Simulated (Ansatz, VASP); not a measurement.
# GaN in VASP and in Ansatz

```
CELL_PARAMETERS angstrom
3.00273 0.00000 0.00000
-1.50137 2.60044 0.00000
0.00000 0.00000 2.67456
ATOMIC_POSITIONS crystal
Ga 0.00000 0.00000 0.50000
N 0.66667 0.33333 0.00000
```

Change from the starting cell: species swapped into the AgPd type (P-6m2, No. 187).

Alike in both runs: functional PBE; k mesh 6 × 6 × 4; occupations gaussian, width 0.1 eV; no spin polarisation.

Ansatz relaxed the structure, and its values are those at the end. VASP's run is a single point on that final structure, the one shown.

```csv
,VASP,Ansatz
version,VASP 6.6.1,Ansatz 0.2.0
potentials or method,"VASP PAW PBE potentials, release 64 (Ga_d, N), cutoff 520 eV","scalar-relativistic, plane waves, PAW"
valence electrons in the cell,18,18
```

|  | VASP | Ansatz | Ansatz less VASP |
| --- | --- | --- | --- |
| gap on the k mesh at the Fermi level (eV) | none | none | - |
| pressure (GPa) | 0.7 | 0.1 | -0.65 |

A gap of «none» marks a metal or a gap that the smearing closes.

The k mesh is coarse, so the values compare programs but aren't converged.
